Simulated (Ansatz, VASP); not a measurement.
**SnO in VASP and in Ansatz**

Contents of INCAR:

```
SYSTEM = SnO
PREC = Accurate
ENCUT = 520
EDIFF = 1E-7
ISMEAR = 0
SIGMA = 0.15
LREAL = .FALSE.
LASPH = .TRUE.
NELM = 60
ALGO = Normal
ISIF = 2
LWAVE = .FALSE.
LCHARG = .FALSE.
GGA = CA
NBANDS = 28
```

KPOINTS

```
Automatic mesh
0
G
  12 12 10
  0 0 0
```

The input POSCAR:

```
SnO
1.0
    3.9222846524      0.0000000000      0.0000000000
    0.0000000000      3.9222846524      0.0000000000
    0.0000000000      0.0000000000      4.2937250090
Sn O
2 2
Direct
    0.0000000000      0.5000000000      0.2457459271
    0.5000000000      0.0000000000      0.7542540729
    0.0000000000      0.0000000000      0.0000000000
    0.5000000000      0.5000000000      0.0000000000
```

Input for Ansatz:

```yaml
crystal:
  lattice:
    - [3.9222846524, 0.0, 0.0]
    - [0.0, 3.9222846524, 0.0]
    - [0.0, 0.0, 4.293725009]
  atoms:
    - { symbol: Sn, position: [0.0, 0.5, 0.2457459271] }
    - { symbol: Sn, position: [0.5, 0.0, 0.7542540729] }
    - { symbol: O, position: [0.0, 0.0, 0.0] }
    - { symbol: O, position: [0.5, 0.5, 0.0] }
basis:
  ecutwfc: 520.0
kpoints:
  mp_grid: { grid: [12, 12, 10] }
hamiltonian:
  xc: lda
scf:
  occupations: { method: gaussian, width: 0.15 }
output:
  forces: true
  stress: true
  eigenvalues: true
```

Alike in both runs: task single point; functional LDA; k mesh 12 × 12 × 10; occupations gaussian, width 0.15 eV; no spin polarisation.

```csv
,VASP,Ansatz
version,VASP 6.6.1,Ansatz 0.2.0
potentials or method,"VASP PAW LDA potentials, release 64 (Sn_d, O), cutoff 520 eV","scalar-relativistic, plane waves, PAW"
valence electrons in the cell,40,40
```

Ansatz gave:

| Property | Result |
| --- | --- |
| gap on the k mesh at the Fermi level (eV) | 0.40 |
| least direct gap on the mesh (eV) | 1.53 |
| pressure (GPa) | -2.0 |
| traceless stress, the component that is largest in VASP (GPa) | 5.52 |
| rms of the force components (eV/Å) | 0.129 |

**Question.** What did VASP give for the same quantities?

**Answer.** gap on the k mesh at the Fermi level (eV): 0.38; least direct gap on the mesh (eV): 1.50; pressure (GPa): -1.6; traceless stress, the component that is largest in VASP (GPa): 5.46; rms of the force components (eV/Å): 0.173.

LDA's correlation is that of Perdew and Zunger in VASP and of Perdew and Wang (1992) in Ansatz. Atom by atom the forces differ by 0.044 eV/Å (rms over components).
